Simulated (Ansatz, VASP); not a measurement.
## Two plane-wave programs on W4S

```
CELL_PARAMETERS angstrom
4.42513 0.00000 0.00000
-2.21257 3.83228 0.00000
0.00000 0.00000 7.19714
ATOMIC_POSITIONS crystal
W 0.00000 0.00000 0.18037
W 0.00000 0.00000 0.81963
W 0.33333 0.66667 0.00000
W 0.66667 0.33333 0.00000
S 0.00000 0.00000 0.50000
```

Alike in both runs: functional PBE; k mesh 6 × 6 × 4; occupations gaussian, width 0.1 eV; no spin polarisation.

Ansatz relaxed the structure, and its values are those at the end. VASP's run is a single point on that final structure, the one shown.

```csv
,VASP,Ansatz
version,VASP 6.6.1,Ansatz 0.2.0
potentials or method,"VASP PAW PBE potentials, release 64 (W_sv, S), cutoff 520 eV","scalar-relativistic, plane waves, PAW"
valence electrons in the cell,62,62
```

```csv
,VASP,Ansatz,Ansatz less VASP
gap on the k mesh at the Fermi level (eV),none,none,-
pressure (GPa),0.3,0.0,-0.27
rms of the force components (eV/Å),0.008,0.003,-0.0052
```

A gap of «none» marks a metal or a gap that the smearing closes.

Spin-orbit coupling is off throughout.
